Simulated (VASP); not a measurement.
## Na3H: single point with PBE

Crystal: Na3H.

```xyz
4
Lattice="4.7765 0.0000 0.0000 0.0000 4.7765 0.0000 0.0000 0.0000 4.6445" Properties=species:S:1:pos:R:3 pbc="T T T"
Na    0.0000    2.3882    2.3222
Na    2.3882    0.0000    2.3222
Na    2.3882    2.3882    0.0000
H     0.0000    0.0000    0.0000
```

```
Program             : VASP 6.6.1
Task                : single point
Functional          : PBE
Potentials or basis : VASP PAW PBE potentials, release 64 (Na_pv, H)
Cutoff              : 520 eV
k mesh              : 4 × 4 × 4
Occupations         : gaussian, width 0.1 eV
Spin                : no spin polarisation
```

```yaml
Pressure: 0.0 GPa
Band_gap_on_the_k_mesh: zero (band 11 reaches 1.22 eV, above the bottom of band 12 at 0.55 eV)
```

Stress tensor (GPa, compression positive):
```
 0.00  0.00  0.00
 0.00  0.00  0.00
 0.00  0.00 -0.10
```

Levels at points of the mesh, in eV from the Fermi level:
```csv
k point,band 8,band 9,band 10,band 11,band 12,band 13,band 14,band 15
"(0.00, 0.00, 0.00)",-25.15,-25.13,-4.19,-0.08,2.74,2.74,3.10,3.67
"(0.50, 0.00, 0.00)",-25.16,-25.14,-3.16,-1.94,1.90,4.02,4.05,4.36
"(0.50, 0.50, 0.00)",-25.15,-25.15,-2.53,-0.53,-0.03,-0.03,3.87,5.47
"(0.00, 0.00, 0.50)",-25.16,-25.15,-3.10,-1.83,1.86,4.05,4.13,4.13
"(0.50, 0.00, 0.50)",-25.17,-25.13,-2.49,-0.44,0.06,0.11,3.64,5.20
"(0.50, 0.50, 0.50)",-25.15,-25.12,-2.09,0.64,1.53,1.53,1.60,1.85
```

Wall time 17 s on 1 thread of Intel(R) Xeon(R) Platinum 8488C (Sapphire Rapids) (shared host), peak memory 0.2 GiB.
